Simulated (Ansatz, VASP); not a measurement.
# BN in VASP and in Ansatz

```xyz
4
Lattice="0.0000 -1.8124 -1.8608 -1.8608 0.0000 -1.8608 1.8608 1.8124 -3.7216" Properties=species:S:1:pos:R:3 pbc="T T T"
B    -0.0133    0.0029   -0.0103
B     0.0133   -0.0029   -3.7113
N     0.9168    0.9092   -4.6625
N    -0.9168   -0.9092   -4.6414
```

Change from the starting cell: mode 4 frozen in at -0.017 Å, equal normal strain along x and y +0.0267.

Alike in both runs: task single point; functional PBE; k mesh 6 × 6 × 6; occupations gaussian, width 0.05 eV; no spin polarisation.

|  | VASP | Ansatz |
| --- | --- | --- |
| version | VASP 6.6.1 | Ansatz 0.2.0 |
| potentials or method | VASP PAW PBE potentials, release 64 (B, N), cutoff 520 eV | scalar-relativistic, plane waves, PAW |
| valence electrons in the cell | 16 | 16 |

VASP gave:

| Quantity | Value |
| --- | --- |
| gap on the k mesh at the Fermi level (eV) | 3.95 |
| least direct gap on the mesh (eV) | 5.75 |
| pressure (GPa) | -17.7 |
| traceless stress, the component that is largest in VASP (GPa) | 9.89 |
| rms of the force components (eV/Å) | 0.107 |

Q: Which values does Ansatz return?

A: gap on the k mesh at the Fermi level (eV): 3.96; least direct gap on the mesh (eV): 5.76; pressure (GPa): -17.8; traceless stress, the component that is largest in VASP (GPa): 9.88; rms of the force components (eV/Å): 0.107.

Atom by atom the forces differ by 0.000 eV/Å (rms over components).

The k mesh is coarse, so the values compare programs but aren't converged.
